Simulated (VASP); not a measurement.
# Zn2C (Fm-3m) in VASP: notebook

The runs below take Zn2C through single point, with LDA, PBEsol, PBE, r2SCAN.

Everything below comes from runs of VASP 6.6.1. Logs are shortened: lines on timing, memory, paths and dates and some standing lists are left out, and cuts for length are marked.

## Step 1: The cell of the first run

It takes space group Fm-3m (No. 225, cubic). The conventional cell has a = 5.156 Å, b = 5.156 Å, c = 5.156 Å, α = 90.00°, β = 90.00°, γ = 90.00°. C (site symmetry m-3m) has 8 Zn at 2.23 Å within 3.0 Å. Within 3.0 Å of Zn (site symmetry -43m) lie 4 C at 2.23 Å and 6 Zn at 2.58 Å.

## Step 2: Single point, LDA

INCAR

```
SYSTEM = Zn2C
PREC = Accurate ; ENCUT = 520
EDIFF = 1E-7 ; ISMEAR = -1
SIGMA = 0.02 ; LREAL = .FALSE.
LASPH = .TRUE. ; NELM = 80
ALGO = Normal ; ISIF = 2
LWAVE = .FALSE. ; LCHARG = .TRUE.
LELF = .TRUE. ; LVHAR = .TRUE.
NBANDS = 21
```

KPOINTS

```
Automatic mesh
0
G
  8 8 8
  0 0 0
```

POSCAR

```
Zn2C
1.0
    0.0000000000      2.5779490375      2.5779490375
    2.5779490375      0.0000000000      2.5779490375
    2.5779490375      2.5779490375      0.0000000000
C Zn
1 2
Direct
    0.0000000000      0.0000000000      0.0000000000
    0.2500000000      0.2500000000      0.2500000000
    0.7500000000      0.7500000000      0.7500000000
```

Potentials or basis: VASP PAW LDA potentials, release 64 (C, Zn).

Started as:

```sh
cat potpaw_LDA.64/C/POTCAR potpaw_LDA.64/Zn/POTCAR > POTCAR
mpirun -np 1 vasp_std > vasp.out
```

OUTCAR:

```text
SYSTEM = Zn2C
   PREC = Accurate
   ENCUT = 520
   EDIFF = 1E-7
   ISMEAR = -1
   LREAL = .FALSE.
   LASPH = .TRUE.
   NELM = 80
   ISIF = 2

 ion  position               nearest neighbor table
   1  0.000  0.000  0.000-   3 2.23   3 2.23   3 2.23   2 2.23   3 2.23   2 2.23   2 2.23   2 2.23

   2  0.250  0.250  0.250-   1 2.23   1 2.23   1 2.23   1 2.23   3 2.58   3 2.58   3 2.58   3 2.58
                             3 2.58   3 2.58
   3  0.750  0.750  0.750-   1 2.23   1 2.23   1 2.23   1 2.23   2 2.58   2 2.58   2 2.58   2 2.58
                             2 2.58   2 2.58

  LATTYP: Found a face centered cubic cell.
 ALAT       =     5.1558980750

  Lattice vectors:

 A1 = (   0.0000000000,   2.5779490375,   2.5779490375)
 A2 = (   2.5779490375,   0.0000000000,   2.5779490375)
 A3 = (   2.5779490375,   2.5779490375,   0.0000000000)

Analysis of symmetry for initial positions (statically):
=====================================================================
 Subroutine PRICEL returns:
 Original cell was already a primitive cell.

 Routine SETGRP: Setting up the symmetry group for a
 face centered cubic supercell.

 Subroutine GETGRP returns: Found 48 space group operations
 (whereof 48 operations were pure point group operations)
 out of a pool of 48 trial point group operations.

The static configuration has the point symmetry O_h .

Analysis of symmetry for dynamics (positions and initial velocities):
=====================================================================
 Subroutine PRICEL returns:
 Original cell was already a primitive cell.

 Routine SETGRP: Setting up the symmetry group for a
 face centered cubic supercell.

 Subroutine GETGRP returns: Found 48 space group operations
 (whereof 48 operations were pure point group operations)
 out of a pool of 48 trial point group operations.

The dynamic configuration has the point symmetry O_h .

 Subroutine INISYM returns: Found 48 space group operations
 (whereof 48 operations are pure point group operations),
 and found     1 'primitive' translations

----------------------------------------------------------------------------------------

                                     Primitive cell

  volume of cell :      34.2652

  direct lattice vectors                    reciprocal lattice vectors
     0.000000000  2.577949037  2.577949037    -0.193952632  0.193952632  0.193952632
     2.577949037  0.000000000  2.577949037     0.193952632 -0.193952632  0.193952632
     2.577949037  2.577949037  0.000000000     0.193952632  0.193952632 -0.193952632

  length of vectors
     3.645770492  3.645770492  3.645770492     0.335935812  0.335935812  0.335935812

  position of ions in fractional coordinates (direct lattice)
     0.000000000  0.000000000  0.000000000
     0.250000000  0.250000000  0.250000000
     0.750000000  0.750000000  0.750000000

  ion indices of the primitive-cell ions
   primitive index   ion index
                 1           1
                 2           2
                 3           3

----------------------------------------------------------------------------------------

 KPOINTS: Automatic mesh

Automatic generation of k-mesh.
 Grid dimensions read from file:
 generate k-points for:    8    8    8

 Generating k-lattice:

  Cartesian coordinates                     Fractional coordinates (reciprocal lattice)
    -0.024244079  0.024244079  0.024244079     0.125000000  0.000000000  0.000000000
     0.024244079 -0.024244079  0.024244079     0.000000000  0.125000000  0.000000000
     0.024244079  0.024244079 -0.024244079     0.000000000  0.000000000  0.125000000

  Length of vectors
     0.041991977  0.041991977  0.041991977

  Shift w.r.t. Gamma in fractional coordinates (k-lattice)
     0.000000000  0.000000000  0.000000000

 Subroutine IBZKPT returns following result:
 ===========================================

 Found     29 irreducible k-points:

 Following reciprocal coordinates:
            Coordinates               Weight
  0.000000  0.000000  0.000000      1.000000
  0.125000  0.000000  0.000000      8.000000
  0.250000  0.000000  0.000000      8.000000
  0.375000  0.000000  0.000000      8.000000
  0.500000  0.000000  0.000000      4.000000
  0.125000  0.125000  0.000000      6.000000
[... 16 lines left out ...]
  0.500000  0.250000  0.125000     48.000000
 -0.375000  0.250000  0.125000     24.000000
 [... further k-points ...]
   k-points           NKPTS =     29   k-points in BZ     NKDIM =     29   number of bands    NBANDS=     21
   number of dos      NEDOS =    301   number of ions     NIONS =      3
   total plane-waves  NPLWV =  21952
   dimension x,y,z NGX =    28 NGY =   28 NGZ =   28
   dimension x,y,z NGXF=    56 NGYF=   56 NGZF=   56
   ions per type =               1   2
   NGX,Y,Z   is equivalent  to a cutoff of  12.77, 12.77, 12.77 a.u.
   NGXF,Y,Z  is equivalent  to a cutoff of  25.54, 25.54, 25.54 a.u.
 SYSTEM =  Zn2C
   PREC   = accura    normal or accurate (medium, high low for compatibility)
   ISTART =      0    job   : 0-new  1-cont  2-samecut
   ICHARG =      2    charge: 1-file 2-atom 10-const
   ISPIN  =      1    spin polarized calculation?
   LNONCOLLINEAR =      F non collinear calculations
   LSORBIT =      F    spin-orbit coupling
   LASPH  =      T    aspherical Exc in radial PAW
   ENCUT  =  520.0 eV  38.22 Ry    6.18 a.u.   6.78  6.78  6.78*2*pi/ulx,y,z
   NELM   =     80;   NELMIN=  2; NELMDL= -5     # of ELM steps
   EDIFF  = 0.1E-06   stopping-criterion for ELM
   LREAL  =      F    real-space projection
   EDIFFG = 0.1E-05   stopping-criterion for IOM
   NSW    =      0    number of steps for IOM
   IBRION =     -1    ionic relax: 0-MD 1-quasi-New 2-CG
   NFREE  =      0    steps in history (QN), initial steepest desc. (CG)
   ISIF   =      2    stress and relaxation
   ISYM   =      2    0-nonsym 1-usesym 2-fastsym
   POTIM  = 0.5000    time-step for ionic-motion
   TEBEG  =    0.0;   TEEND  =   0.0 temperature during run
   PSTRESS=    0.0 pullay stress
   NELECT =      28.0000    total number of electrons
   NUPDOWN=      -1.0000    fix difference up-down
   EMIN   =  10.00;   EMAX   =-10.00  energy-range for DOS
   EFERMI =   0.00;   METHOD = LEGACY
   ISMEAR =    -1;   SIGMA  =   0.02  broadening in eV -4-tet -1-fermi 0-gaus
   EFERMI_NEDOS =   21; number of points for ismear=-14 and -15
   IALGO  =     38    algorithm
   IMIX   =      4    mixing-type and parameters
     AMIX     =   0.40;   BMIX     =  1.00
     AMIX_MAG =   1.60;   BMIX_MAG =  1.00
  volume/ion in A,a.u.               =      11.42        77.08
  Fermi-wavevector in a.u.,A,eV,Ry     =   1.530535  2.892291 31.872144  2.342536
  Thomas-Fermi vector in A             =   2.638004
   LORBIT       =      0    0 simple, 1 ext, 2 COOP (PROOUT), +10 PAW based schemes
   GGA     = CA    functional components
   LHFCALC =     F    Hartree Fock is set to
   AEXX    =    0.0000 exact exchange contribution
   IVDW    =     0    specifies the selected vdW correction
   LEPSILON=     F    determine dielectric tensor
   LRPA    =     F    only Hartree local field effects (RPA)
 non-spin polarized calculation
  energy-cutoff  :      520.00
  volume of cell :       34.27
 maximum number of plane-waves:       941
   NGX = 13   NGY = 13   NGZ = 13

 number of electron      27.9999984 magnetization

 Free energy of the ion-electron system (eV)
  ---------------------------------------------------
  ext. energy  EPLUGINS =         0.00000000
  ---------------------------------------------------
  free energy    TOTEN  =       -11.82559131 eV

  energy without entropy =      -11.82541570  energy(sigma->0) =      -11.82550350

 E-fermi :   4.5394     XC(G=0): -12.4123

 val. band max:        4.5182118130   @ k =   0.0000   0.0000   0.0000
 cond. band min:       5.3573738827   @ k =   0.5000   0.0000   0.0000
 fundamental gap:      0.8391620698
 Fermi energy:         4.5394047237

 k-point     1 :       0.0000    0.0000    0.0000
  band No.  band energies     occupation
      1      -9.5029      2.00000
      2      -4.3146      2.00000
      3      -4.3146      2.00000
      4      -4.3146      2.00000
      5      -4.1246      2.00000
      6      -4.1246      2.00000
[... 13 lines left out ...]
     20      15.5122      0.00000
     21      15.5122      0.00000

 k-point     2 :       0.1250    0.0000    0.0000
  band No.  band energies     occupation
      1      -9.2958      2.00000
      2      -4.3239      2.00000
      3      -4.2662      2.00000
      4      -4.2662      2.00000
      5      -4.0633      2.00000
      6      -4.0633      2.00000
[... 13 lines left out ...]
     20      14.6066      0.00000
     21      14.6066      0.00000

 k-point     3 :       0.2500    0.0000    0.0000
  band No.  band energies     occupation
      1      -8.7215      2.00000
      2      -4.3161      2.00000
      3      -4.1310      2.00000
      4      -4.1310      2.00000
      5      -3.8888      2.00000
      6      -3.8888      2.00000
[... 13 lines left out ...]
     20      14.1511      0.00000
     21      14.1511      0.00000
[... 457 lines left out ...]
 k-point    23 :       0.5000    0.2500    0.1250
  band No.  band energies     occupation
      1      -7.6287      2.00000
      2      -4.3518      2.00000
      3      -3.8764      2.00000
      4      -3.7274      2.00000
      5      -3.5835      2.00000
      6      -3.5290      2.00000
[... 13 lines left out ...]
     20      15.8501      0.00000
     21      17.3936      0.00000

 k-point    24 :      -0.3750    0.2500    0.1250
  band No.  band energies     occupation
      1      -7.3196      2.00000
      2      -4.0431      2.00000
      3      -3.9571      2.00000
      4      -3.7679      2.00000
      5      -3.4947      2.00000
      6      -3.4941      2.00000
[... 13 lines left out ...]
     20      15.0679      0.00000
     21      17.2951      0.00000

 [... further k-points ...]

------------------------ aborting loop because EDIFF is reached ----------------------------------------

  FORCE on cell =-STRESS in cart. coord.  units (eV):
  Direction    XX          YY          ZZ          XY          YZ          ZX
  --------------------------------------------------------------------------------------
  -------------------------------------------------------------------------------------
  Total       -1.3976725     -1.3976725     -1.3976725      0.0000000      0.0000000      0.0000000
  in kB      -65.3526246    -65.3526246    -65.3526246      0.0000000      0.0000000      0.0000000
  external PRESSURE =     -65.3526246 kB  Pullay stress =       0.0000000 kB

 VOLUME and BASIS-vectors are now :
 -----------------------------------------------------------------------------
  energy-cutoff  :      520.00
  volume of cell :       34.27
      direct lattice vectors                 reciprocal lattice vectors
     0.000000000  2.577949037  2.577949037    -0.193952632  0.193952632  0.193952632
     2.577949037  0.000000000  2.577949037     0.193952632 -0.193952632  0.193952632
     2.577949037  2.577949037  0.000000000     0.193952632  0.193952632 -0.193952632

 POSITION                                       TOTAL-FORCE (eV/Angst)
 -----------------------------------------------------------------------------------
      0.00000      0.00000      0.00000        -0.000000     -0.000000     -0.000000
      1.28897      1.28897      1.28897        -0.000000     -0.000000      0.000000
      3.86692      3.86692      3.86692         0.000000      0.000000     -0.000000
 -----------------------------------------------------------------------------------
    total drift:                                0.000000      0.000000      0.000000

  FREE ENERGIE OF THE ION-ELECTRON SYSTEM (eV)
  ---------------------------------------------------
  free  energy   TOTEN  =       -11.8255913091 eV

  energy  without entropy=      -11.8254156987  energy(sigma->0) =      -11.82550350
```

It took 20 s on 1 thread of AMD EPYC 9R45 (Zen 5), shared host; peak memory 0.11 GiB.

Results:

```
Free energy            : -11.8256 eV
Pressure               : -6.5 GPa
Band gap on the k mesh : zero (filled and empty bands touch)
```

Levels at points of the mesh, in eV from the Fermi level:
| k point | band 10 | band 11 | band 12 | band 13 | band 14 | band 15 | band 16 | band 17 | band 18 | band 19 |
| --- | --- | --- | --- | --- | --- | --- | --- | --- | --- | --- |
| (0.00, 0.00, 0.00) | -6.96 | -6.96 | -0.02 | -0.02 | -0.02 | -0.02 | 4.06 | 4.06 | 4.06 | 9.21 |
| (0.50, 0.00, 0.00) | -7.74 | -7.37 | -7.15 | -1.18 | -1.18 | 0.82 | 5.06 | 5.06 | 5.83 | 8.80 |
| (0.50, 0.50, 0.00) | -7.28 | -6.98 | -5.41 | -3.80 | -3.80 | 0.93 | 1.43 | 7.30 | 8.91 | 8.91 |

## Step 3: Single point, PBEsol

This run uses another cell than the first one, of 11.25 Å³/atom, 0.985 times its volume.

INCAR

```
PREC = Accurate ; ENCUT = 520
EDIFF = 1E-6 ; ISMEAR = -1
SIGMA = 0.02 ; LREAL = F
LASPH = T ; NELM = 100
ALGO = Normal ; ISIF = 2
LWAVE = F ; LCHARG = T
GGA = PS ; LELF = T
LVHAR = T ; NBANDS = 21
```

KPOINTS

```
regular mesh
0
Gamma
  8 8 8
```

POSCAR

```
Zn2C
1.0
    0.0000000000      2.5649549236      2.5649549236
    2.5649549236      0.0000000000      2.5649549236
    2.5649549236      2.5649549236      0.0000000000
C Zn
1 2
Direct
    0.0000000000      0.0000000000      0.0000000000
    0.2500000000      0.2500000000      0.2500000000
    0.7500000000      0.7500000000      0.7500000000
```

Potentials or basis: VASP PAW PBE potentials, release 64 (C, Zn).

Started as:

```sh
cat potpaw_PBE.64/C/POTCAR potpaw_PBE.64/Zn/POTCAR > POTCAR
mpirun -np 1 vasp_std > vasp.out
```

It took 18 s on 1 thread of AMD EPYC 9R45 (Zen 5), shared host; peak memory 0.13 GiB.

The run converged. Its results:

* Free energy: -10.7730 eV
* Pressure: 0.7 GPa
* Band gap on the k mesh: zero (filled and empty bands touch)

Levels at points of the mesh, in eV from the Fermi level:
```csv
k point,band 12,band 13,band 14,band 15,band 16,band 17
"(0.00, 0.00, 0.00)",-0.05,-0.02,-0.02,-0.02,4.10,4.10
"(0.50, 0.00, 0.00)",-7.09,-1.19,-1.19,0.89,5.08,5.08
"(0.50, 0.50, 0.00)",-5.37,-3.89,-3.89,0.86,1.56,7.52
```

Caveat: the PAW data sets were made with another functional, which shifts forces and pressure a little.

(Part 1 of 2 ends here.)
